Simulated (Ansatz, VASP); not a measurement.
# One calculation of AlH2, two programs

```
Al H
1.0
     2.71993    0.00000    0.00000
    -1.35996    2.35552    0.00000
     0.00000    0.00000    5.42026
Al H
1 2
Direct
  0.00000 0.00000 0.50000
  0.33333 0.66667 0.48453
  0.66667 0.33333 0.51547
```

Alike in both runs: task relaxation of cell and atoms; functional PBE; k mesh 6 × 6 × 4; occupations gaussian, width 0.1 eV; no spin polarisation.

|  | VASP | Ansatz |
| --- | --- | --- |
| version | VASP 6.6.1 | Ansatz 0.2.0 |
| potentials or method | VASP PAW PBE potentials, release 64 (Al, H), cutoff 600 eV | scalar-relativistic, plane waves, PAW |
| valence electrons in the cell | 5 | 5 |

VASP gave:

```
gap on the k mesh at the Fermi level, each at its own relaxed structure (eV) : none
relaxed volume (Å³/atom)                                                     : 8.22
relaxed length of the cell vector where the two differ most in proportion (Å)              : 3.057
```

Question: Estimate Ansatz's values.

Answer: gap on the k mesh at the Fermi level, each at its own relaxed structure (eV): none; relaxed volume (Å³/atom): 8.29; relaxed length of the cell vector where the two differ most in proportion (Å): 3.075.

A gap of «none» marks a metal or a gap that the smearing closes.

The k mesh is coarse, so the values compare programs but aren't converged. Noted on VASP's run: the volume moved by over 15 % at a fixed basis, so the end points are rough.
